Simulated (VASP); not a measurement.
## Pb: relaxation of cell and atoms with PBE

Crystal: Pb.

```
CELL_PARAMETERS angstrom
-1.77187 1.77187 1.77187
1.77187 -1.77187 1.77187
1.77187 1.77187 -1.77187
ATOMIC_POSITIONS crystal
Pb 0.00000 0.00000 0.00000
```

This isn't the form of Pb at room conditions, which is fcc.

```json
{"Program": "VASP 6.6.1", "Task": "relaxation of cell and atoms", "Functional": "PBE", "Potentials or basis": "VASP PAW PBE potentials, release 64 (Pb_d)", "Cutoff": "500 eV", "k mesh": "15 × 15 × 15", "Occupations": "fermi-dirac, width 0.05 eV", "Spin": "no spin polarisation", "Target pressure": "35 GPa", "Dipole correction": "no", "Further INCAR settings": "ALGO = Normal; EDIFF = 1e-07; IBRION = 2; EDIFFG = -0.005; NSW = 60; ISIF = 3"}
```

* Relaxed volume: 22.07 Å³/atom
* Relaxed cell: a = 3.061 Å, b = 3.061 Å, c = 3.061 Å, α = 109.47°, β = 109.47°, γ = 109.47°
* Space group after relaxing (to 0.1 Å): Im-3m (No. 229)
* Energy change on relaxing (the run minimises the enthalpy): +38.4 meV/atom
* Ionic steps: 3
* Pressure after relaxing: 35.0 GPa
* Band gap on the k mesh: zero (bands 7 and 8 overlap by 13.98 eV)

The path:
```csv
step,energy change (eV),largest force (eV/Å),pressure (GPa),volume (Å³)
1,0.0000,0.0000,33.55,22.25
2,0.1447,0.0000,38.97,21.61
3,0.0384,0.0000,34.99,22.07
```

Final structure:
```xyz
1
Lattice="-1.7671 1.7671 1.7671 1.7671 -1.7671 1.7671 1.7671 1.7671 -1.7671" Properties=species:S:1:pos:R:3 pbc="T T T"
Pb    0.0000    0.0000    0.0000
```

Levels at points of the mesh, in eV from the Fermi level:
```tsv
k point	band 5	band 6	band 7	band 8	band 9	band 10
(0.00, 0.00, 0.00)	-17.17	-14.46	10.92	10.92	10.92	11.29
```

It took 20 s on 1 thread of Intel(R) Xeon(R) 6975P-C (Granite Rapids) (shared host), peak memory 0.16 GiB.

Caveat: the cell is relaxed towards a set pressure, so the run minimises the enthalpy, not the energy; spin-orbit coupling is left out, which moves the levels of the heavy elements.
